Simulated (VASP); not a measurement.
# Li2Se (Fm-3m) in VASP: a series of runs

Li2Se is run at these levels: PBE+D4, PBEsol; tasks: single point.

Program: VASP 6.6.1. These are calculated values, not measurements. Logs are shortened: lines on timing, memory, paths and dates and some standing lists are left out, and cuts for length are marked.

## 1. The cell of the first run

The structure is cubic, space group Fm-3m (No. 225). Conventional cell: a = 6.015 Å, b = 6.015 Å, c = 6.015 Å, α = 90.00°, β = 90.00°, γ = 90.00°. Li (site symmetry -43m) has 4 Se at 2.60 Å and 6 Li at 3.01 Å within 3.4 Å. Within 3.4 Å of Se (site symmetry m-3m) lie 8 Li at 2.60 Å.

## 2. Single point, PBE+D4 (volume scaled by 1.04)

INCAR reads:

```
SYSTEM = Li2Se
PREC = Accurate
ENCUT = 750
EDIFF = 1E-6
ISMEAR = 0
SIGMA = 0.05
LREAL = .False.
LASPH = .True.
NELM = 120
ALGO = Normal
ISIF = 2
LWAVE = .False.
LCHARG = .False.
GGA = PE
IVDW = 13
NBANDS = 13
GGA_COMPAT = .False.
```

KPOINTS reads:

```
Automatic mesh
0
Gamma
  8 8 8
  0 0 0
```

POSCAR reads:

```
Li2Se
1.0
    0.0000000000      3.0074090247      3.0074090247
    3.0074090247      0.0000000000      3.0074090247
    3.0074090247      3.0074090247      0.0000000000
Li Se
2 1
Direct
    0.2500000000      0.2500000000      0.2500000000
    0.7500000000      0.7500000000      0.7500000000
    0.0000000000      0.0000000000      0.0000000000
```

Potentials or basis: VASP PAW PBE potentials, release 64 (Li_sv, Se).

The run is started by

```bash
$ cat potpaw_PBE.64/Li_sv/POTCAR potpaw_PBE.64/Se/POTCAR > POTCAR
$ mpirun -np 1 vasp_std > vasp.out
```

OUTCAR:

```text
SYSTEM = Li2Se
   PREC = Accurate
   ENCUT = 750
   EDIFF = 1E-6
   ISMEAR = 0
   LREAL = .False.
   LASPH = .True.
   NELM = 120
   ISIF = 2
   GGA = PE
   IVDW = 13

 ion  position               nearest neighbor table
   1  0.250  0.250  0.250-   3 2.60   3 2.60   3 2.60   3 2.60
   2  0.750  0.750  0.750-   3 2.60   3 2.60   3 2.60   3 2.60
   3  0.000  0.000  0.000-   2 2.60   2 2.60   2 2.60   1 2.60   2 2.60   1 2.60   1 2.60   1 2.60

  LATTYP: Found a face centered cubic cell.
 ALAT       =     6.0148180494

  Lattice vectors:

 A1 = (   0.0000000000,   3.0074090247,   3.0074090247)
 A2 = (   3.0074090247,   0.0000000000,   3.0074090247)
 A3 = (   3.0074090247,   3.0074090247,   0.0000000000)

Analysis of symmetry for initial positions (statically):
=====================================================================
 Subroutine PRICEL returns:
 Original cell was already a primitive cell.

 Routine SETGRP: Setting up the symmetry group for a
 face centered cubic supercell.

 Subroutine GETGRP returns: Found 48 space group operations
 (whereof 48 operations were pure point group operations)
 out of a pool of 48 trial point group operations.

The static configuration has the point symmetry O_h .

Analysis of symmetry for dynamics (positions and initial velocities):
=====================================================================
 Subroutine PRICEL returns:
 Original cell was already a primitive cell.

 Routine SETGRP: Setting up the symmetry group for a
 face centered cubic supercell.

 Subroutine GETGRP returns: Found 48 space group operations
 (whereof 48 operations were pure point group operations)
 out of a pool of 48 trial point group operations.

The dynamic configuration has the point symmetry O_h .

 Subroutine INISYM returns: Found 48 space group operations
 (whereof 48 operations are pure point group operations),
 and found     1 'primitive' translations

----------------------------------------------------------------------------------------

                                     Primitive cell

  volume of cell :      54.4011

  direct lattice vectors                    reciprocal lattice vectors
     0.000000000  3.007409025  3.007409025    -0.166256068  0.166256068  0.166256068
     3.007409025  0.000000000  3.007409025     0.166256068 -0.166256068  0.166256068
     3.007409025  3.007409025  0.000000000     0.166256068  0.166256068 -0.166256068

  length of vectors
     4.253118630  4.253118630  4.253118630     0.287963957  0.287963957  0.287963957

  position of ions in fractional coordinates (direct lattice)
     0.250000000  0.250000000  0.250000000
     0.750000000  0.750000000  0.750000000
     0.000000000  0.000000000  0.000000000

  ion indices of the primitive-cell ions
   primitive index   ion index
                 1           1
                 2           2
                 3           3

----------------------------------------------------------------------------------------

 KPOINTS: Automatic mesh

Automatic generation of k-mesh.
 Grid dimensions read from file:
 generate k-points for:    8    8    8

 Generating k-lattice:

  Cartesian coordinates                     Fractional coordinates (reciprocal lattice)
    -0.020782009  0.020782009  0.020782009     0.125000000  0.000000000  0.000000000
     0.020782009 -0.020782009  0.020782009     0.000000000  0.125000000  0.000000000
     0.020782009  0.020782009 -0.020782009     0.000000000  0.000000000  0.125000000

  Length of vectors
     0.035995495  0.035995495  0.035995495

  Shift w.r.t. Gamma in fractional coordinates (k-lattice)
     0.000000000  0.000000000  0.000000000

 Subroutine IBZKPT returns following result:
 ===========================================

 Found     29 irreducible k-points:

 Following reciprocal coordinates:
            Coordinates               Weight
  0.000000  0.000000  0.000000      1.000000
  0.125000  0.000000  0.000000      8.000000
  0.250000  0.000000  0.000000      8.000000
  0.375000  0.000000  0.000000      8.000000
  0.500000  0.000000  0.000000      4.000000
  0.125000  0.125000  0.000000      6.000000
[... 16 lines left out ...]
  0.500000  0.250000  0.125000     48.000000
 -0.375000  0.250000  0.125000     24.000000
 [... further k-points ...]
   k-points           NKPTS =     29   k-points in BZ     NKDIM =     29   number of bands    NBANDS=     13
   number of dos      NEDOS =    301   number of ions     NIONS =      3
   total plane-waves  NPLWV =  64000
   dimension x,y,z NGX =    40 NGY =   40 NGZ =   40
   dimension x,y,z NGXF=    80 NGYF=   80 NGZF=   80
   ions per type =               2   1
   NGX,Y,Z   is equivalent  to a cutoff of  15.64, 15.64, 15.64 a.u.
   NGXF,Y,Z  is equivalent  to a cutoff of  31.27, 31.27, 31.27 a.u.
 SYSTEM =  Li2Se
   PREC   = accura    normal or accurate (medium, high low for compatibility)
   ISTART =      0    job   : 0-new  1-cont  2-samecut
   ICHARG =      2    charge: 1-file 2-atom 10-const
   ISPIN  =      1    spin polarized calculation?
   LNONCOLLINEAR =      F non collinear calculations
   LSORBIT =      F    spin-orbit coupling
   LASPH  =      T    aspherical Exc in radial PAW
   ENCUT  =  750.0 eV  55.12 Ry    7.42 a.u.   9.50  9.50  9.50*2*pi/ulx,y,z
   NELM   =    120;   NELMIN=  2; NELMDL= -5     # of ELM steps
   EDIFF  = 0.1E-05   stopping-criterion for ELM
   LREAL  =      F    real-space projection
   EDIFFG = 0.1E-04   stopping-criterion for IOM
   NSW    =      0    number of steps for IOM
   IBRION =     -1    ionic relax: 0-MD 1-quasi-New 2-CG
   NFREE  =      0    steps in history (QN), initial steepest desc. (CG)
   ISIF   =      2    stress and relaxation
   ISYM   =      2    0-nonsym 1-usesym 2-fastsym
   POTIM  = 0.5000    time-step for ionic-motion
   TEBEG  =    0.0;   TEEND  =   0.0 temperature during run
   PSTRESS=    0.0 pullay stress
   NELECT =      12.0000    total number of electrons
   NUPDOWN=      -1.0000    fix difference up-down
   EMIN   =  10.00;   EMAX   =-10.00  energy-range for DOS
   EFERMI =   0.00;   METHOD = LEGACY
   ISMEAR =     0;   SIGMA  =   0.05  broadening in eV -4-tet -1-fermi 0-gaus
   EFERMI_NEDOS =   21; number of points for ismear=-14 and -15
   IALGO  =     38    algorithm
   IMIX   =      4    mixing-type and parameters
     AMIX     =   0.40;   BMIX     =  1.00
     AMIX_MAG =   1.60;   BMIX_MAG =  1.00
  volume/ion in A,a.u.               =      18.13       122.37
  Fermi-wavevector in a.u.,A,eV,Ry     =   0.989159  1.869239 13.312422  0.978435
  Thomas-Fermi vector in A             =   2.120738
   LORBIT       =      0    0 simple, 1 ext, 2 COOP (PROOUT), +10 PAW based schemes
   GGA     = PE    functional components
   LHFCALC =     F    Hartree Fock is set to
   AEXX    =    0.0000 exact exchange contribution
   IVDW    =    13    specifies the selected vdW correction
   LEPSILON=     F    determine dielectric tensor
   LRPA    =     F    only Hartree local field effects (RPA)
 non-spin polarized calculation
 Gauss-broadening in eV      SIGMA  =   0.05
  energy-cutoff  :      750.00
  volume of cell :       54.40
 maximum number of plane-waves:      2637
 NGX is ok and might be reduce to    40
   NGX = 19   NGY = 19   NGZ = 19

 number of electron      12.0000004 magnetization

 Free energy of the ion-electron system (eV)
  ---------------------------------------------------
  ext. energy  EPLUGINS =         0.00000000
  ---------------------------------------------------
  free energy    TOTEN  =       -11.13091530 eV

  energy without entropy =      -11.13091530  energy(sigma->0) =      -11.13091530

 E-fermi :   1.3365     XC(G=0):  -8.2438

 val. band max:        0.9678003397   @ k =   0.0000   0.0000   0.0000
 cond. band min:       3.9465667304   @ k =   0.5000   0.5000   0.0000
 fundamental gap:      2.9787663906
 Fermi energy:         1.3365214522

 k-point     1 :       0.0000    0.0000    0.0000
  band No.  band energies     occupation
      1     -43.7525      2.00000
      2     -43.7292      2.00000
      3     -10.4086      2.00000
      4       0.9678      2.00000
      5       0.9678      2.00000
      6       0.9678      2.00000
      7       4.3298      0.00000
      8       6.5848      0.00000
      9       6.5848      0.00000
     10       6.5848      0.00000
     11      11.5325      0.00000
     12      11.5325      0.00000
     13      11.8678      0.00000

 k-point     2 :       0.1250    0.0000    0.0000
  band No.  band energies     occupation
      1     -43.7515      2.00000
      2     -43.7300      2.00000
      3     -10.3604      2.00000
      4       0.3199      2.00000
      5       0.8765      2.00000
      6       0.8765      2.00000
      7       4.8199      0.00000
      8       6.8122      0.00000
      9       6.8122      0.00000
     10       6.9433      0.00000
     11      10.3363      0.00000
     12      10.3363      0.00000
     13      11.9630      0.00000

 k-point     3 :       0.2500    0.0000    0.0000
  band No.  band energies     occupation
      1     -43.7488      2.00000
      2     -43.7323      2.00000
      3     -10.2382      2.00000
      4      -0.7784      2.00000
      5       0.6804      2.00000
      6       0.6804      2.00000
      7       5.4723      0.00000
      8       7.1234      0.00000
      9       7.1234      0.00000
     10       7.8317      0.00000
     11       9.9848      0.00000
     12       9.9848      0.00000
     13      12.3053      0.00000
[... 305 lines left out ...]
 k-point    23 :       0.5000    0.2500    0.1250
  band No.  band energies     occupation
      1     -43.7440      2.00000
      2     -43.7368      2.00000
      3     -10.0380      2.00000
      4      -1.4098      2.00000
      5      -0.2977      2.00000
      6       0.1880      2.00000
      7       6.1424      0.00000
      8       6.9425      0.00000
      9       8.1947      0.00000
     10       8.7045      0.00000
     11      10.2509      0.00000
     12      12.1666      0.00000
     13      13.9453      0.00000

 k-point    24 :      -0.3750    0.2500    0.1250
  band No.  band energies     occupation
      1     -43.7403      2.00000
      2     -43.7403      2.00000
      3      -9.9911      2.00000
      4      -1.6249      2.00000
      5      -0.3300      2.00000
      6       0.0467      2.00000
      7       6.3692      0.00000
      8       6.7076      0.00000
      9       8.5922      0.00000
     10       9.3099      0.00000
     11      10.3135      0.00000
     12      11.6518      0.00000
     13      13.5517      0.00000

 [... further k-points ...]

------------------------ aborting loop because EDIFF is reached ----------------------------------------

  DFT-D4 for vdW energy calculation

  Edisp (eV):   -0.34349

  FORCE on cell =-STRESS in cart. coord.  units (eV):
  Direction    XX          YY          ZZ          XY          YZ          ZX
  --------------------------------------------------------------------------------------
  -------------------------------------------------------------------------------------
  Total      -0.47098    -0.47098    -0.47098    -0.00000     0.00000     0.00000
  in kB     -13.87100   -13.87100   -13.87100    -0.00000     0.00000     0.00000
  external pressure =      -13.87 kB  Pullay stress =        0.00 kB

 VOLUME and BASIS-vectors are now :
 -----------------------------------------------------------------------------
  energy-cutoff  :      750.00
  volume of cell :       54.40
      direct lattice vectors                 reciprocal lattice vectors
     0.000000000  3.007409025  3.007409025    -0.166256068  0.166256068  0.166256068
     3.007409025  0.000000000  3.007409025     0.166256068 -0.166256068  0.166256068
     3.007409025  3.007409025  0.000000000     0.166256068  0.166256068 -0.166256068

 POSITION                                       TOTAL-FORCE (eV/Angst)
 -----------------------------------------------------------------------------------
      1.50370      1.50370      1.50370         0.000000      0.000000      0.000000
      4.51111      4.51111      4.51111        -0.000000     -0.000000     -0.000000
      0.00000      0.00000      0.00000         0.000000     -0.000000      0.000000
 -----------------------------------------------------------------------------------
    total drift:                                0.000000     -0.000000      0.000000

  FREE ENERGIE OF THE ION-ELECTRON SYSTEM (eV)
  ---------------------------------------------------
  free  energy   TOTEN  =       -11.4744012060 eV

  energy  without entropy=      -11.4744012060  energy(sigma->0) =      -11.47440121
```

Run time: 76 s. Hardware: 1 thread of AMD EPYC 7R43 (Zen 3), shared host; peak memory 0.21 GiB.

Results:

| Property | Result |
| --- | --- |
| Free energy | -11.4744 eV |
| Pressure | -1.4 GPa |
| Band gap on the k mesh | 2.98 eV, indirect (least direct gap 3.36 eV) |
| Dispersion energy per atom | -0.114 eV |

Caveat: the cell differs from its parent crystal (volume scaled by 1.04).

## 3. Single point, PBEsol

This run uses another cell than the first one, of 18.05 Å³/atom, 0.995 times its volume.

INCAR reads:

```
PREC     = Accurate       # precision mode
ENCUT    = 750            # plane-wave cutoff, eV
EDIFF    = 1E-6           # SCF threshold, eV
ISMEAR   = 0              # smearing method
SIGMA    = 0.05           # smearing width, eV
LREAL    = False          # projectors in reciprocal space
LASPH    = True           # aspherical terms in the spheres
NELM     = 120            # most SCF steps
ALGO     = Normal         # electronic algorithm
ISIF     = 2              # what is computed and relaxed
LWAVE    = False          # write WAVECAR
LCHARG   = False          # write CHGCAR
GGA      = PS             # functional
NBANDS   = 13             # bands
GGA_COMPAT= False
```

KPOINTS reads:

```
regular mesh
0
Gamma
  8 8 8
```

POSCAR reads:

```
Li2Se
1.0
    0.0000000000      3.0024997683      3.0024997683
    3.0024997683      0.0000000000      3.0024997683
    3.0024997683      3.0024997683      0.0000000000
Li Se
2 1
Direct
    0.2500000000      0.2500000000      0.2500000000
    0.7500000000      0.7500000000      0.7500000000
    0.0000000000      0.0000000000      0.0000000000
```

Potentials or basis: VASP PAW PBE potentials, release 64 (Li_sv, Se).

The run is started by

```bash
$ cat potpaw_PBE.64/Li_sv/POTCAR potpaw_PBE.64/Se/POTCAR > POTCAR
$ mpirun -np 1 vasp_std > vasp.out
```

Run time: 86 s. Hardware: 1 thread of AMD EPYC 7R43 (Zen 3), shared host; peak memory 0.2 GiB.

The run converged. Its results:

| Quantity | Value |
| --- | --- |
| Free energy | -11.5556 eV |
| Pressure | -1.0 GPa |
| Band gap on the k mesh | 2.83 eV, indirect (least direct gap 3.24 eV) |

Levels at points of the mesh, in eV from the valence-band top:
```
           k point  band 4  band 5  band 6  band 7  band 8  band 9
(0.00, 0.00, 0.00)    0.00    0.00    0.00    3.24    5.57    5.57
(0.50, 0.00, 0.00)   -2.94   -0.53   -0.53    5.02    5.89    5.89
(0.50, 0.50, 0.00)   -2.30   -1.45   -1.45    2.83    6.12   10.21
```

Caveat: the PAW data sets were made with another functional, which shifts forces and pressure a little. A k mesh can miss the band edges.

## 4. Single point, PBEsol

This run uses another cell than the first one, of 17.93 Å³/atom, 0.989 times its volume.

INCAR reads:

```
SYSTEM = Li2Se
PREC = Accurate
ENCUT = 750
EDIFF = 1E-6
ISMEAR = 0
SIGMA = 0.05
LREAL = .FALSE.
LASPH = .TRUE.
NELM = 120
ALGO = Normal
ISIF = 2
LWAVE = .FALSE.
LCHARG = .FALSE.
GGA = PS
NBANDS = 13
GGA_COMPAT = .FALSE.
```

KPOINTS reads:

```
regular mesh
0
G
  8 8 8
  0 0 0
```

POSCAR reads:

```
Li2Se
1.0
    0.0000000000      2.9958376483      2.9958376483
    2.9958376483      0.0000000000      2.9958376483
    2.9958376483      2.9958376483      0.0000000000
Li Se
2 1
Direct
    0.2500000000      0.2500000000      0.2500000000
    0.7500000000      0.7500000000      0.7500000000
    0.0000000000      0.0000000000      0.0000000000
```

The run is started by

```bash
$ cat potpaw_PBE.64/Li_sv/POTCAR potpaw_PBE.64/Se/POTCAR > POTCAR
$ mpirun -np 1 vasp_std > vasp.out
```

Wall time 77 s (1 thread of AMD EPYC 7R43 (Zen 3), shared host); peak memory 0.21 GiB.

The run converged. Its results:

- Free energy: -11.5574 eV
- Pressure: -0.8 GPa
- Band gap on the k mesh: 2.83 eV, indirect (least direct gap 3.27 eV)

Levels at points of the mesh, in eV from the valence-band top:
```csv
k point,band 4,band 5,band 6,band 7,band 8,band 9
"(0.00, 0.00, 0.00)",0.00,0.00,0.00,3.27,5.57,5.57
"(0.50, 0.00, 0.00)",-2.96,-0.53,-0.53,5.05,5.89,5.89
"(0.50, 0.50, 0.00)",-2.31,-1.46,-1.46,2.83,6.14,10.26
```

Caveat: the PAW data sets were made with another functional, which shifts forces and pressure a little. A k mesh can miss the band edges.

## 5. Single point, PBEsol (volume scaled by 1.02)

INCAR is that of step 4.

KPOINTS reads:

```
Automatic mesh
0
G
  8 8 8
  0 0 0
```

POSCAR reads:

```
Li2Se
1.0
    0.0000000000      2.9924227261      2.9924227261
    2.9924227261      0.0000000000      2.9924227261
    2.9924227261      2.9924227261      0.0000000000
Li Se
2 1
Direct
    0.2500000000      0.2500000000      0.2500000000
    0.7500000000      0.7500000000      0.7500000000
    0.0000000000      0.0000000000      0.0000000000
```

The run is started by

```bash
$ cat potpaw_PBE.64/Li_sv/POTCAR potpaw_PBE.64/Se/POTCAR > POTCAR
$ mpirun -np 1 vasp_std > vasp.out
```

Run time: 82 s. Hardware: 1 thread of AMD EPYC 7R43 (Zen 3), shared host; peak memory 0.21 GiB.

Results (log left out):

```
Free energy            : -11.5582 eV
Pressure               : -0.7 GPa
Band gap on the k mesh : 2.83 eV, indirect (least direct gap 3.28 eV)
```

Levels at points of the mesh, in eV from the valence-band top:
```tsv
k point	band 4	band 5	band 6	band 7	band 8	band 9
(0.00, 0.00, 0.00)	0.00	0.00	0.00	3.28	5.57	5.57
(0.50, 0.00, 0.00)	-2.97	-0.54	-0.54	5.06	5.89	5.89
(0.50, 0.50, 0.00)	-2.32	-1.47	-1.47	2.83	6.15	10.28
```

Caveat: the cell differs from its parent crystal (volume scaled by 1.02); the PAW data sets were made with another functional, which shifts forces and pressure a little. A k mesh can miss the band edges.

## 6. Overview

| level | cell | gap on the mesh (eV) | pressure (GPa) |
| --- | --- | --- | --- |
| PBE+D4 | a = 4.253 Å, angles 60.0°, 3 atoms | 2.98 | -1.4 |
| PBEsol | a = 4.246 Å, angles 60.0°, 3 atoms | 2.83 | -1.0 |
| PBEsol | a = 4.237 Å, angles 60.0°, 3 atoms | 2.83 | -0.8 |
| PBEsol | a = 4.232 Å, angles 60.0°, 3 atoms | 2.83 | -0.7 |

Alike in all rows: task single point; potentials or basis VASP PAW PBE potentials, release 64 (Li_sv, Se); no spin polarisation; k mesh 8 × 8 × 8; cutoff (eV) 750; smearing gaussian 0.05 eV.

Caveats: the PAW data sets were made with another functional, which shifts forces and pressure a little (some runs).

Absolute energies hang on the potentials; compare differences alone.
